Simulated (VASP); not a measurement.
# SrO (Fm-3m) in VASP: notebook

Runs on SrO. Level: PBE. Tasks: relaxation of cell and atoms.

Everything below comes from runs of VASP 6.6.1. Logs are shortened: lines on timing, memory, paths and dates and some standing lists are left out, and cuts for length are marked.

### Step 1. The cell of the first run

Symmetry: Fm-3m, No. 225, cubic system. The conventional cell has a = 5.133 Å, b = 5.133 Å, c = 5.133 Å, α = 90.00°, β = 90.00°, γ = 90.00°. Within 3.4 Å of Sr (site symmetry m-3m) lie 6 O at 2.57 Å. Within 3.4 Å of O (site symmetry m-3m) lie 6 Sr at 2.57 Å.

### Step 2. Relaxation of cell and atoms, PBE

The input, INCAR:

```
  ALGO = Normal
  EDIFF = 1E-6
  EDIFFG = -0.02
  ENCUT = 600
  GGA = PE
  IBRION = 2
  ISIF = 3
  ISMEAR = -1
  LASPH = True
  LCHARG = False
  LREAL = False
  LWAVE = False
  NELM = 80
  NSW = 80
  PREC = Accurate
  SIGMA = 0.05
```

The input, KPOINTS:

```
k-points
0
Gamma
  9 9 9
```

The input, POSCAR:

```
SrO
1.0
    0.0000000000      2.5663000000      2.5663000000
    2.5663000000      0.0000000000      2.5663000000
    2.5663000000      2.5663000000      0.0000000000
Sr O
1 1
Direct
    0.5000000000      0.5000000000      0.5000000000
    0.0000000000      0.0000000000      0.0000000000
```

Potentials or basis: VASP PAW PBE potentials, release 64 (Sr_sv, O).

Started as:

```
$ cat potpaw_PBE.64/Sr_sv/POTCAR potpaw_PBE.64/O/POTCAR > POTCAR
$ mpirun -np 1 vasp_std > vasp.out
```

OUTCAR:

```text
EDIFF = 1E-6
   EDIFFG = -0.02
   ENCUT = 600
   GGA = PE
   IBRION = 2
   ISIF = 3
   ISMEAR = -1
   LASPH = True
   LREAL = False
   NELM = 80
   NSW = 80
   PREC = Accurate

 ion  position               nearest neighbor table
   1  0.500  0.500  0.500-   2 2.57   2 2.57   2 2.57   2 2.57   2 2.57   2 2.57
   2  0.000  0.000  0.000-   1 2.57   1 2.57   1 2.57   1 2.57   1 2.57   1 2.57

  LATTYP: Found a face centered cubic cell.
 ALAT       =     5.1326000000

  Lattice vectors:

 A1 = (   0.0000000000,   2.5663000000,   2.5663000000)
 A2 = (   2.5663000000,   0.0000000000,   2.5663000000)
 A3 = (   2.5663000000,   2.5663000000,   0.0000000000)

Analysis of symmetry for initial positions (statically):
=====================================================================
 Subroutine PRICEL returns:
 Original cell was already a primitive cell.

 Routine SETGRP: Setting up the symmetry group for a
 face centered cubic supercell.

 Subroutine GETGRP returns: Found 48 space group operations
[... 9 lines left out ...]

 Routine SETGRP: Setting up the symmetry group for a
 face centered cubic supercell.

 Subroutine GETGRP returns: Found 48 space group operations
[... 11 lines left out ...]
                                     Primitive cell

  volume of cell :      33.8028

  direct lattice vectors                    reciprocal lattice vectors
     0.000000000  2.566300000  2.566300000    -0.194833028  0.194833028  0.194833028
     2.566300000  0.000000000  2.566300000     0.194833028 -0.194833028  0.194833028
     2.566300000  2.566300000  0.000000000     0.194833028  0.194833028 -0.194833028

  length of vectors
     3.629296265  3.629296265  3.629296265     0.337460704  0.337460704  0.337460704

  position of ions in fractional coordinates (direct lattice)
     0.500000000  0.500000000  0.500000000
     0.000000000  0.000000000  0.000000000

  ion indices of the primitive-cell ions
   primitive index   ion index
                 1           1
                 2           2

----------------------------------------------------------------------------------------

 KPOINTS: k-points

Automatic generation of k-mesh.
 Grid dimensions read from file:
 generate k-points for:    9    9    9

 Generating k-lattice:

  Cartesian coordinates                     Fractional coordinates (reciprocal lattice)
    -0.021648114  0.021648114  0.021648114     0.111111111  0.000000000  0.000000000
     0.021648114 -0.021648114  0.021648114     0.000000000  0.111111111  0.000000000
     0.021648114  0.021648114 -0.021648114     0.000000000  0.000000000  0.111111111

  Length of vectors
     0.037495634  0.037495634  0.037495634

  Shift w.r.t. Gamma in fractional coordinates (k-lattice)
     0.000000000  0.000000000  0.000000000

 Subroutine IBZKPT returns following result:
 ===========================================

 Found     35 irreducible k-points:

 Following reciprocal coordinates:
            Coordinates               Weight
  0.000000  0.000000  0.000000      1.000000
  0.111111  0.000000  0.000000      8.000000
  0.222222  0.000000  0.000000      8.000000
  0.333333  0.000000  0.000000      8.000000
  0.444444  0.000000  0.000000      8.000000
  0.111111  0.111111  0.000000      6.000000
[... 16 lines left out ...]
 -0.333333  0.333333  0.000000     12.000000
  0.444444  0.444444  0.000000      6.000000
 [... further k-points ...]
   k-points           NKPTS =     35   k-points in BZ     NKDIM =     35   number of bands    NBANDS=     12
   number of dos      NEDOS =    301   number of ions     NIONS =      2
   total plane-waves  NPLWV =  27000
   dimension x,y,z NGX =    30 NGY =   30 NGZ =   30
   dimension x,y,z NGXF=    60 NGYF=   60 NGZF=   60
   ions per type =               1   1
   NGX,Y,Z   is equivalent  to a cutoff of  13.74, 13.74, 13.74 a.u.
   NGXF,Y,Z  is equivalent  to a cutoff of  27.48, 27.48, 27.48 a.u.
 SYSTEM =  unknown system
   PREC   = accura    normal or accurate (medium, high low for compatibility)
   ISTART =      0    job   : 0-new  1-cont  2-samecut
   ICHARG =      2    charge: 1-file 2-atom 10-const
   ISPIN  =      1    spin polarized calculation?
   LNONCOLLINEAR =      F non collinear calculations
   LSORBIT =      F    spin-orbit coupling
   LASPH  =      T    aspherical Exc in radial PAW
   ENCUT  =  600.0 eV  44.10 Ry    6.64 a.u.   7.25  7.25  7.25*2*pi/ulx,y,z
   NELM   =     80;   NELMIN=  2; NELMDL= -5     # of ELM steps
   EDIFF  = 0.1E-05   stopping-criterion for ELM
   LREAL  =      F    real-space projection
   EDIFFG = -.2E-01   stopping-criterion for IOM
   NSW    =     80    number of steps for IOM
   IBRION =      2    ionic relax: 0-MD 1-quasi-New 2-CG
   NFREE  =      1    steps in history (QN), initial steepest desc. (CG)
   ISIF   =      3    stress and relaxation
   ISYM   =      2    0-nonsym 1-usesym 2-fastsym
   POTIM  = 0.5000    time-step for ionic-motion
   TEBEG  =    0.0;   TEEND  =   0.0 temperature during run
   PSTRESS=    0.0 pullay stress
   NELECT =      16.0000    total number of electrons
   NUPDOWN=      -1.0000    fix difference up-down
   EMIN   =  10.00;   EMAX   =-10.00  energy-range for DOS
   EFERMI =   0.00;   METHOD = LEGACY
   ISMEAR =    -1;   SIGMA  =   0.05  broadening in eV -4-tet -1-fermi 0-gaus
   EFERMI_NEDOS =   21; number of points for ismear=-14 and -15
   IALGO  =     38    algorithm
   IMIX   =      4    mixing-type and parameters
     AMIX     =   0.40;   BMIX     =  1.00
     AMIX_MAG =   1.60;   BMIX_MAG =  1.00
  volume/ion in A,a.u.               =      16.90       114.06
  Fermi-wavevector in a.u.,A,eV,Ry     =   1.275843  2.410995 22.147245  1.627777
  Thomas-Fermi vector in A             =   2.408533
   LORBIT       =      0    0 simple, 1 ext, 2 COOP (PROOUT), +10 PAW based schemes
   GGA     = PE    functional components
   LHFCALC =     F    Hartree Fock is set to
   AEXX    =    0.0000 exact exchange contribution
   IVDW    =     0    specifies the selected vdW correction
   LEPSILON=     F    determine dielectric tensor
   LRPA    =     F    only Hartree local field effects (RPA)
 conjugate gradient relaxation of ions
 non-spin polarized calculation
  energy-cutoff  :      600.00
  volume of cell :       33.80
 maximum number of plane-waves:      1147
 NGX is ok and might be reduce to    30
   NGX = 15   NGY = 15   NGZ = 15

--------------------------------------- Ionic step        1  -------------------------------------------

 number of electron      15.9999997 magnetization

 Free energy of the ion-electron system (eV)
  ---------------------------------------------------
  ext. energy  EPLUGINS =         0.00000000
  ---------------------------------------------------
  free energy    TOTEN  =       -12.03870930 eV

  energy without entropy =      -12.03870930  energy(sigma->0) =      -12.03870930

 E-fermi :   2.6818     XC(G=0): -10.0521

 val. band max:        1.6881151981   @ k =   0.0000   0.0000   0.0000
 cond. band min:       5.0091832983   @ k =   0.4444   0.4444   0.0000
 fundamental gap:      3.3210681002
 Fermi energy:         2.6817915821

 k-point     1 :       0.0000    0.0000    0.0000
  band No.  band energies     occupation
      1     -30.6809      2.00000
      2     -13.4090      2.00000
      3     -12.3129      2.00000
      4     -12.3129      2.00000
      5     -12.3129      2.00000
      6       1.6881      2.00000
      7       1.6881      2.00000
      8       1.6881      2.00000
      9       5.7118      0.00000
     10       7.9119      0.00000
     11       7.9119      0.00000
     12       7.9119      0.00000

 k-point     2 :       0.1111    0.0000    0.0000
  band No.  band energies     occupation
      1     -30.6646      2.00000
      2     -13.7140      2.00000
      3     -12.3228      2.00000
      4     -12.3228      2.00000
      5     -12.0479      2.00000
      6       1.3182      2.00000
      7       1.5279      2.00000
      8       1.5279      2.00000
      9       6.2765      0.00000
     10       7.7852      0.00000
     11       8.1560      0.00000
     12       8.1560      0.00000

 k-point     3 :       0.2222    0.0000    0.0000
  band No.  band energies     occupation
      1     -30.6230      2.00000
      2     -14.2305      2.00000
      3     -12.3476      2.00000
      4     -12.3476      2.00000
      5     -11.6328      2.00000
      6       0.5885      2.00000
      7       1.1593      2.00000
      8       1.1593      2.00000
      9       7.5304      0.00000
     10       7.7330      0.00000
     11       8.8350      0.00000
     12       8.8350      0.00000
[... 356 lines left out ...]
  FORCE on cell =-STRESS in cart. coord.  units (eV):
  Direction    XX          YY          ZZ          XY          YZ          ZX
  --------------------------------------------------------------------------------------
  -------------------------------------------------------------------------------------
  Total       -0.2975467     -0.2975467     -0.2975467     -0.0000000      0.0000000     -0.0000000
  in kB      -13.3093631    -13.3093631    -13.3093631     -0.0000000      0.0000000     -0.0000000
  external PRESSURE =     -13.3093631 kB  Pullay stress =       0.0000000 kB

 VOLUME and BASIS-vectors are now :
 -----------------------------------------------------------------------------
  energy-cutoff  :      600.00
  volume of cell :       35.82
      direct lattice vectors                 reciprocal lattice vectors
     0.000000000  2.616331919  2.616331919    -0.191107251  0.191107251  0.191107251
     2.616331919  0.000000000  2.616331919     0.191107251 -0.191107251  0.191107251
     2.616331919  2.616331919  0.000000000     0.191107251  0.191107251 -0.191107251

 POSITION                                       TOTAL-FORCE (eV/Angst)
 -----------------------------------------------------------------------------------
      2.61633      2.61633      2.61633         0.000000      0.000000      0.000000
      0.00000      2.61633      2.61633        -0.000000     -0.000000     -0.000000
 -----------------------------------------------------------------------------------
    total drift:                                0.000000      0.000000      0.000000

  FREE ENERGIE OF THE ION-ELECTRON SYSTEM (eV)
  ---------------------------------------------------
  free  energy   TOTEN  =       -12.0526844599 eV

  energy  without entropy=      -12.0526844598  energy(sigma->0) =      -12.05268446

--------------------------------------- Ionic step        3  -------------------------------------------

 number of electron      16.0000001 magnetization

 Free energy of the ion-electron system (eV)
  ---------------------------------------------------
  ext. energy  EPLUGINS =         0.00000000
  ---------------------------------------------------
  free energy    TOTEN  =       -12.05515743 eV

  energy without entropy =      -12.05515743  energy(sigma->0) =      -12.05515743

 E-fermi :   2.5232     XC(G=0):  -9.8577

 val. band max:        1.4964396739   @ k =   0.0000   0.0000   0.0000
 cond. band min:       4.8361758549   @ k =   0.4444   0.4444   0.0000
 fundamental gap:      3.3397361810
 Fermi energy:         2.5232144272

 k-point     1 :       0.0000    0.0000    0.0000
  band No.  band energies     occupation
      1     -31.0203      2.00000
      2     -13.5486      2.00000
      3     -12.6932      2.00000
      4     -12.6932      2.00000
      5     -12.6932      2.00000
      6       1.4964      2.00000
      7       1.4964      2.00000
      8       1.4964      2.00000
      9       5.2284      0.00000
     10       7.6271      0.00000
     11       7.6271      0.00000
     12       7.6271      0.00000

 k-point     2 :       0.1111    0.0000    0.0000
  band No.  band energies     occupation
      1     -31.0067      2.00000
      2     -13.8613      2.00000
      3     -12.7022      2.00000
      4     -12.7022      2.00000
      5     -12.4148      2.00000
      6       1.1342      2.00000
      7       1.3482      2.00000
      8       1.3482      2.00000
      9       5.7825      0.00000
     10       7.5019      0.00000
     11       7.8599      0.00000
     12       7.8599      0.00000

 k-point     3 :       0.2222    0.0000    0.0000
  band No.  band energies     occupation
      1     -30.9722      2.00000
      2     -14.3565      2.00000
      3     -12.7248      2.00000
      4     -12.7248      2.00000
      5     -12.0063      2.00000
      6       0.4287      2.00000
      7       1.0057      2.00000
      8       1.0057      2.00000
      9       7.0212      0.00000
     10       7.4244      0.00000
     11       8.5062      0.00000
     12       8.5062      0.00000
[... 322 lines left out ...]
  --------------------------------------------------------------------------------------
  -------------------------------------------------------------------------------------
  Total        0.0014029      0.0014029      0.0014029     -0.0000000      0.0000000      0.0000000
  in kB        0.0637959      0.0637959      0.0637959     -0.0000000      0.0000000      0.0000000
  external PRESSURE =       0.0637959 kB  Pullay stress =       0.0000000 kB

 VOLUME and BASIS-vectors are now :
 -----------------------------------------------------------------------------
  energy-cutoff  :      600.00
  volume of cell :       35.23
      direct lattice vectors                 reciprocal lattice vectors
     0.000000000  2.601957526  2.601957526    -0.192163014  0.192163014  0.192163014
     2.601957526  0.000000000  2.601957526     0.192163014 -0.192163014  0.192163014
     2.601957526  2.601957526  0.000000000     0.192163014  0.192163014 -0.192163014

 POSITION                                       TOTAL-FORCE (eV/Angst)
 -----------------------------------------------------------------------------------
      2.60196      2.60196      2.60196        -0.000000     -0.000000      0.000000
      0.00000      0.00000      0.00000         0.000000      0.000000     -0.000000
 -----------------------------------------------------------------------------------
    total drift:                               -0.000000      0.000000      0.000000

  FREE ENERGIE OF THE ION-ELECTRON SYSTEM (eV)
  ---------------------------------------------------
  free  energy   TOTEN  =       -12.0551574275 eV

  energy  without entropy=      -12.0551574275  energy(sigma->0) =      -12.05515743

 reached required accuracy - stopping structural energy minimisation
```

Wall time 30 s (1 thread of Intel Xeon Platinum 8488C (Sapphire Rapids), shared host); peak memory 0.18 GiB.

Results:

```yaml
Free_energy: -12.0552 eV
Relaxed_volume: 17.62 Å³/atom
Relaxed_cell: a = 3.680 Å, b = 3.680 Å, c = 3.680 Å, α = 60.00°, β = 60.00°, γ = 60.00°
Space_group_after_relaxing_to_0.05_Å: Fm-3m (No. 225)
Energy_gained_by_relaxing: 8.2 meV/atom
Ionic_steps: 3
Pressure_after_relaxing: 0.0 GPa
Band_gap_on_the_k_mesh: 3.34 eV, indirect (least direct gap 3.46 eV)
```

The path:
```csv
step,energy change (eV),largest force (eV/Å),pressure (GPa),volume (Å³)
1,0.0000,0.0000,3.83,33.80
2,-0.0140,0.0000,-1.33,35.82
3,-0.0164,0.0000,0.01,35.23
```

Final structure:
```cif
data_structure
_symmetry_space_group_name_H-M 'P 1'
_symmetry_Int_Tables_number 1
_cell_length_a 3.6797
_cell_length_b 3.6797
_cell_length_c 3.6797
_cell_angle_alpha 60.000
_cell_angle_beta 60.000
_cell_angle_gamma 60.000
_cell_volume 35.23
loop_
_atom_site_label
_atom_site_type_symbol
_atom_site_fract_x
_atom_site_fract_y
_atom_site_fract_z
_atom_site_occupancy
Sr1 Sr 0.50000 0.50000 0.50000 1
O1 O 0.00000 0.00000 0.00000 1
```

Levels at points of the mesh, in eV from the valence-band top:
```csv
k point,band 4,band 5,band 6,band 7,band 8,band 9,band 10,band 11,band 12
"(0.00, 0.00, 0.00)",-14.19,-14.19,0.00,0.00,0.00,3.73,6.13,6.13,6.13
```

A k mesh can miss the band edges. PBE usually gives volumes a little too large and moduli too small.

### Step 3. Relaxation of cell and atoms, PBE, target pressure 2 GPa, at which the enthalpy is minimised

The input, INCAR:

```
SYSTEM = SrO
  PREC = Accurate
  ENCUT = 600
  EDIFF = 1E-6
  ISMEAR = -1
  SIGMA = 0.05
  LREAL = .FALSE.
  LASPH = .TRUE.
  NELM = 60
  ALGO = Normal
  ISIF = 3
  LWAVE = .FALSE.
  LCHARG = .FALSE.
  GGA = PE
  IBRION = 2
  NSW = 80
  EDIFFG = -0.02
  PSTRESS = 20.0
```

The input, KPOINTS:

```
Automatic mesh
0
G
  9 9 9
  0 0 0
```

POSCAR is that of step 2.

Potentials or basis: VASP PAW PBE potentials, release 64 (Sr_sv, O).

Started as:

```
$ cat potpaw_PBE.64/Sr_sv/POTCAR potpaw_PBE.64/O/POTCAR > POTCAR
$ mpirun -np 1 vasp_std > vasp.out
```

Run time: 29 s. Hardware: 1 thread of Intel Xeon Platinum 8488C (Sapphire Rapids), shared host; peak memory 0.18 GiB.

The run converged. Its results:

```
Free energy                                            : -12.0503 eV
Relaxed volume                                         : 17.22 Å³/atom
Relaxed cell                                           : a = 3.652 Å, b = 3.652 Å, c = 3.652 Å, α = 60.00°, β = 60.00°, γ = 60.00°
Space group after relaxing (to 0.05 Å)                 : Fm-3m (No. 225)
Energy change on relaxing (the enthalpy is what falls) : -5.8 meV/atom
Ionic steps                                            : 3
Pressure after relaxing                                : 2.0 GPa
Band gap on the k mesh                                 : 3.33 eV, indirect (least direct gap 3.43 eV)
```

The path:
```
step  energy change (eV)  largest force (eV/Å)  pressure (GPa)  volume (Å³)
   1              0.0000                0.0000            3.83        33.80
   2             -0.0147                0.0000            1.18        34.76
   3             -0.0116                0.0000            2.00        34.45
```

Final structure:
```
Sr O
1.0
     0.00000    2.58246    2.58246
     2.58246    0.00000    2.58246
     2.58246    2.58246    0.00000
Sr O
1 1
Direct
  0.50000 0.50000 0.50000
  0.00000 0.00000 0.00000
```

Levels at points of the mesh, in eV from the valence-band top:
| k point | band 4 | band 5 | band 6 | band 7 | band 8 | band 9 | band 10 | band 11 | band 12 |
| --- | --- | --- | --- | --- | --- | --- | --- | --- | --- |
| (0.00, 0.00, 0.00) | -14.09 | -14.09 | 0.00 | 0.00 | 0.00 | 3.89 | 6.18 | 6.18 | 6.18 |

Caveat: the cell is relaxed towards a set pressure, so the enthalpy falls and the energy may rise. Zero-point motion and thermal expansion aren't in these numbers.
